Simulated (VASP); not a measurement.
Pt, 1 atom in the cell. It takes space group Im-3m (No. 229, cubic). Conventional cell: a = 3.168 Å, b = 3.168 Å, c = 3.168 Å, α = 90.00°, β = 90.00°, γ = 90.00°. Pt (site symmetry m-3m) has 14 Pt at 2.74 to 3.17 Å within 3.6 Å. 

```yaml
Program: VASP 6.6.1
Task: relaxation of cell and atoms
Functional: LDA
Potentials_or_basis: VASP PAW LDA potentials, release 64 (Pt)
Cutoff: 600 eV
k_mesh: 13 × 13 × 13
Occupations: gaussian, width 0.05 eV
Spin: no spin polarisation
Target_pressure: 20 GPa
Dipole_correction: no
Further_INCAR_settings: ALGO = Normal; EDIFF = 1e-07; IBRION = 2; EDIFFG = -0.01; NSW = 100; ISIF = 3
```

Potentials or basis: VASP PAW LDA potentials, release 64 (Pt).

The run is started by

```console
$ cat potpaw_LDA.64/Pt/POTCAR > POTCAR
$ mpirun -np 1 vasp_std > vasp.out
```

Hardware: 1 thread of AMD EPYC 7R43 64-Core Processor (Zen 3) (shared host).

How long does it take, and how much memory?

It took 70 s on 1 thread of AMD EPYC 7R43 64-Core Processor (Zen 3) (shared host), peak memory 0.13 GiB. Counts: scf iterations 44, k points 84, ion steps 5.
